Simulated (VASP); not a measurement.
RbHg: single point with PBE

Crystal: RbHg.

```
Rb Hg
1.0
     0.00000    4.11814    4.11814
     4.11814    0.00000    4.11814
     4.11814    4.11814    0.00000
Rb Hg
1 1
Direct
  0.75000 0.75000 0.75000
  0.00000 0.00000 0.00000
```

| Property | Result |
| --- | --- |
| Program | VASP 6.6.1 |
| Task | single point |
| Functional | PBE |
| Potentials or basis | VASP PAW PBE potentials, release 64 (Rb_sv, Hg) |
| Cutoff | 520 eV |
| k mesh | 4 × 4 × 4 |
| Occupations | gaussian, width 0.1 eV |
| Spin | no spin polarisation |
| Dipole correction | no |
| Further INCAR settings | ALGO = Normal; EDIFF = 1e-06; NBANDS = 18 |

```yaml
Pressure: 0.2 GPa
```

Levels at points of the mesh, in eV from the Fermi level:
| k point | band 6 | band 7 | band 8 | band 9 | band 10 | band 11 | band 12 | band 13 | band 14 | band 15 |
| --- | --- | --- | --- | --- | --- | --- | --- | --- | --- | --- |
| (0.00, 0.00, 0.00) | -7.43 | -7.42 | -7.42 | -7.42 | -5.02 | 1.54 | 1.54 | 1.54 | 1.91 | 4.47 |
| (0.50, 0.00, 0.00) | -7.42 | -7.42 | -7.42 | -7.42 | -4.57 | -0.34 | 1.61 | 1.61 | 3.25 | 4.08 |
| (0.50, 0.50, 0.00) | -7.43 | -7.42 | -7.42 | -7.42 | -4.42 | -0.26 | 1.52 | 1.52 | 1.87 | 3.45 |

Wall time 13 s on 1 thread of Intel(R) Xeon(R) 6975P-C (Granite Rapids) (shared host), peak memory 0.31 GiB.

Caveat: spin-orbit coupling is left out, which moves the levels of the heavy elements.
